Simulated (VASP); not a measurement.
Si, 8 atoms in the cell. It takes space group Cmcm (No. 63, orthorhombic). Conventional cell: a = 9.463 Å, b = 3.861 Å, c = 9.463 Å, α = 90.00°, β = 90.00°, γ = 90.00°. Within 3.1 Å of Si (site symmetry m) lie 4 Si at 2.32 to 2.40 Å. Si (site symmetry m) has 4 Si at 2.36 to 2.40 Å within 3.1 Å.  This cell differs from its parent crystal: atoms displaced along a vibrational mode.

| Quantity | Value |
| --- | --- |
| Program | VASP 6.6.1 |
| Task | single point |
| Functional | PBE |
| Potentials or basis | VASP PAW PBE potentials, release 64 (Si) |
| Cutoff | 520 eV |
| k mesh | 10 × 10 × 4 |
| Occupations | gaussian, width 0.05 eV |
| Spin | no spin polarisation |
| Dipole correction | no |
| Further INCAR settings | ALGO = Normal; EDIFF = 1e-07; NBANDS = 26 |

Potentials or basis: VASP PAW PBE potentials, release 64 (Si).

Launch:

```console
$ cat potpaw_PBE.64/Si/POTCAR > POTCAR
$ mpirun -np 1 vasp_std > vasp.out
```

Hardware: 1 thread of Intel(R) Xeon(R) Platinum 8488C (Sapphire Rapids), on a shared host.

Task: How long does it take, and how much memory?

Result: Wall time 6.6 min on 1 thread of Intel(R) Xeon(R) Platinum 8488C (Sapphire Rapids), on a shared host, peak memory 0.45 GiB. Counts: scf iterations 15, k points 93.
